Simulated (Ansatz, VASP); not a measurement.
## Two plane-wave programs on RbBH4

The input INCAR:

```
SYSTEM = RbBH4
PREC     = Accurate       ! precision mode
ENCUT    = 520            ! plane-wave cutoff, eV
EDIFF    = 1E-6           ! SCF threshold, eV
ISMEAR   = 0              ! smearing method
SIGMA    = 0.01           ! smearing width, eV
LREAL    = .False.        ! projectors in reciprocal space
LASPH    = .True.         ! aspherical terms in the spheres
NELM     = 100            ! most SCF steps
ALGO     = Normal         ! electronic algorithm
ISIF     = 2              ! what is computed and relaxed
LWAVE    = .False.        ! write WAVECAR
LCHARG   = .True.         ! write CHGCAR
LELF     = .True.         ! ELF
LVHAR    = .True.       
NBANDS   = 17             ! bands
```

Contents of KPOINTS:

```
regular mesh
0
Gamma
  4 4 4
  0 0 0
```

The input POSCAR:

```
RbBH4
1.0
    0.0000000000      3.4532400000      3.4532400000
    3.4532400000      0.0000000000      3.4532400000
    3.4532400000      3.4532400000      0.0000000000
Rb B H
1 1 4
Direct
    0.0000000000      0.0000000000      0.0000000000
    0.5000000000      0.5000000000      0.5000000000
    0.6024150000      0.6024150000      0.6024150000
    0.1927540000      0.6024150000      0.6024150000
    0.6024150000      0.6024150000      0.1927540000
    0.6024150000      0.1927540000      0.6024150000
```

Input for Ansatz:

```yaml
crystal:
  lattice:
    - [0.0, 3.45324, 3.45324]
    - [3.45324, 0.0, 3.45324]
    - [3.45324, 3.45324, 0.0]
  atoms:
    - { symbol: Rb, position: [0.0, 0.0, 0.0] }
    - { symbol: B, position: [0.5, 0.5, 0.5] }
    - { symbol: H, position: [0.602415, 0.602415, 0.602415] }
    - { symbol: H, position: [0.192754, 0.602415, 0.602415] }
    - { symbol: H, position: [0.602415, 0.602415, 0.192754] }
    - { symbol: H, position: [0.602415, 0.192754, 0.602415] }
kpoints:
  mp_grid:
    grid: [4, 4, 4]
hamiltonian:
  xc: lda
scf:
  occupations:
    method: fixed
output:
  stress: true
  eigenvalues: true
```

Alike in both runs: task single point; functional LDA; k mesh 4 × 4 × 4; no spin polarisation.

|  | VASP | Ansatz |
| --- | --- | --- |
| version | VASP 6.6.1 | Ansatz 0.2.0 |
| potentials or method | VASP PAW LDA potentials, release 64 (Rb_sv, B, H) | plane waves, PAW |
| plane-wave cutoff (eV) | 520 | 420 |
| occupations | gaussian, width 0.01 eV | fixed |
| valence electrons in the cell | 16 | 16 |

VASP gave:

```
gap on the k mesh at the Fermi level (eV) : 5.62
pressure (GPa)                            : -1.0
```

Q: Estimate Ansatz's values.

A: gap on the k mesh at the Fermi level (eV): 5.63; pressure (GPa): -1.0.

LDA's correlation is that of Perdew and Zunger in VASP and of Perdew and Wang (1992) in Ansatz. Ansatz's warnings: structure snapped to symmetry.
